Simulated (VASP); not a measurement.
Tl, 1 atom in the cell. Symmetry: Fm-3m, No. 225, cubic system. Conventional cell: a = 4.933 Å, b = 4.933 Å, c = 4.933 Å, α = 90.00°, β = 90.00°, γ = 90.00°. Tl (site symmetry m-3m) has 12 Tl at 3.49 Å within 4.6 Å. 

```yaml
Program: VASP 6.6.1
Task: single point
Functional: PBEsol
Potentials_or_basis: VASP PAW PBE potentials, release 64 (Tl_d)
Cutoff: 520 eV
k_mesh: 16 × 16 × 16
Occupations: gaussian, width 0.15 eV
Spin: no spin polarisation
Dipole_correction: no
Further_INCAR_settings: ALGO = Fast; EDIFF = 1e-06; NBANDS = 12
```

Potentials or basis: VASP PAW PBE potentials, release 64 (Tl_d).

Run with:

```bash
$ cat potpaw_PBE.64/Tl_d/POTCAR > POTCAR
$ mpirun -np 1 vasp_std > vasp.out
```

Hardware: 1 thread of AMD EPYC 7R13 Processor (Zen 3) (shared host).

Estimate the wall time of this run.

Wall time 42 s on 1 thread of AMD EPYC 7R13 Processor (Zen 3) (shared host), peak memory 0.16 GiB. Counts: scf iterations 11, k points 145.
